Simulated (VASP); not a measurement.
# NiMoIrPdW: single point with PBEsol

The system is NiMoIrPdW.

```xyz
5
Lattice="2.3218 -1.4095 0.0059 2.3218 1.4095 0.0059 -2.1987 0.0000 10.8154" Properties=species:S:1:pos:R:3 pbc="T T T"
Ni    1.6551    0.0000    3.2101
Mo   -0.5480    0.0000    9.8635
Pd    0.0845    0.0000    5.3002
Ir    3.2307    0.0000    1.1841
W     1.6896    0.0000    7.5103
```

- Program: VASP 6.6.1
- Task: single point
- Functional: PBEsol
- Potentials or basis: VASP PAW PBE potentials, release 64 (Ni, Mo_sv, Pd, Ir, W_sv)
- Cutoff: 520 eV
- k mesh: 7 × 7 × 2
- Occupations: fermi-dirac, width 0.05 eV
- Spin: collinear spin, ferromagnetic start
- Starting moments: [1.0, 1.0, 0.0, 0.6, 0.0] μB
- Dipole correction: no
- Further INCAR settings: ALGO = Normal; EDIFF = 1e-06; NBANDS = 40

```yaml
Pressure: 0.5 GPa
Largest_force: 0.027 eV/Å
Net_moment: 0.27 μB per cell
Site_moments: Ni +0.25; Mo -0.01; Pd +0.02; Ir +0.02; W -0.00 μB
Valence_electrons_inside_the_program's_atomic_spheres: Ni 9.19; Mo 12.62; Pd 9.63; Ir 8.42; W 12.13
```

Forces in eV/Å, atoms in the order of the input:
```
Ni  -0.002  0.000  0.022
Mo  -0.001  0.000 -0.011
Pd  -0.001  0.000 -0.027
Ir   0.003  0.000  0.017
W    0.000  0.000 -0.001
```

Levels at points of the mesh, in eV from the Fermi level:
Spin up:
| k point | band 25 | band 26 | band 27 | band 28 | band 29 | band 30 | band 31 | band 32 |
| --- | --- | --- | --- | --- | --- | --- | --- | --- |
| (0.00, 0.00, 0.00) | -1.41 | -1.00 | -0.95 | -0.75 | -0.74 | -0.64 | -0.23 | 0.06 |
| (0.00, 0.00, 0.50) | -1.61 | -1.58 | -1.09 | -1.01 | -0.60 | -0.46 | 0.01 | 0.39 |
Spin down:
| k point | band 26 | band 27 | band 28 | band 29 | band 30 | band 31 |
| --- | --- | --- | --- | --- | --- | --- |
| (0.00, 0.00, 0.00) | -0.82 | -0.81 | -0.72 | -0.70 | -0.50 | -0.22 |
| (0.00, 0.00, 0.50) | -1.44 | -0.92 | -0.82 | -0.45 | -0.43 | 0.09 |

Wall time 8.7 min on 1 thread of Oxide Virtual Turin-like Processor, with other jobs on the host, peak memory 0.29 GiB.

Caveat: the k points lie up to 0.37 Å⁻¹ apart; the PAW data sets were made with another functional, which shifts forces and pressure a little; spin-orbit coupling is left out, which moves the levels of the heavy elements.
